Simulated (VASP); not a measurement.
Set up this calculation in VASP 6.6.1, as the native input.

```yaml
Task: relaxation of the atoms
Functional: PBE
Potentials_or_basis: VASP PAW PBE potentials, release 64 (Ga_d, P)
Cutoff: 450 eV
k_mesh: 8 × 8 × 8
Occupations: gaussian, width 0.02 eV
Spin: no spin polarisation
Dipole_correction: no
Further_INCAR_settings: ALGO = Normal; EDIFF = 1e-07; IBRION = 2; EDIFFG = -0.002; NSW = 60
```

The structure of GaP lies in POSCAR:

```
GaP
1.0
    0.0000000000      2.7805117468      2.7364640360
    2.7805117468      0.0000000000      2.7364640360
    2.7805117468      2.7805117468      0.0000000000
Ga P
1 1
Direct
    0.0000000000      0.0000000000      0.0000000000
    0.2500000000      0.2500000000      0.2500000000
```

This cell differs from its parent crystal: strained cell.

The input as run:

INCAR

```
PREC     = Accurate       # precision mode
ENCUT    = 450            # plane-wave cutoff, eV
EDIFF    = 1E-7           # SCF threshold, eV
ISMEAR   = 0              # smearing method
SIGMA    = 0.02           # smearing width, eV
LREAL    = F              # projectors in reciprocal space
LASPH    = T              # aspherical terms in the spheres
NELM     = 120            # most SCF steps
ALGO     = Normal         # electronic algorithm
ISIF     = 2              # what is computed and relaxed
LWAVE    = F              # write WAVECAR
LCHARG   = F              # write CHGCAR
GGA      = PE             # functional
IBRION   = 2              # ionic algorithm
NSW      = 60             # ionic steps
EDIFFG   = -0.002         # ionic threshold
GGA_COMPAT= F            
NELMIN   = 4
```

KPOINTS

```
regular mesh
0
Gamma
  8 8 8
```

Potentials or basis: VASP PAW PBE potentials, release 64 (Ga_d, P).

Command:

```bash
$ cat potpaw_PBE.64/Ga_d/POTCAR potpaw_PBE.64/P/POTCAR > POTCAR
$ mpirun -np 1 vasp_std > vasp.out
```

Results of the run:

```
Pressure after relaxing : -1.1 GPa
Band gap on the k mesh  : 1.40 eV
```

Caveat: the cell differs from its parent crystal (strained cell); the relaxation stopped at its first step, so nothing moved.

Wall time 51 s on 1 thread of Intel Xeon 8259CL (shared host), peak memory 0.17 GiB.
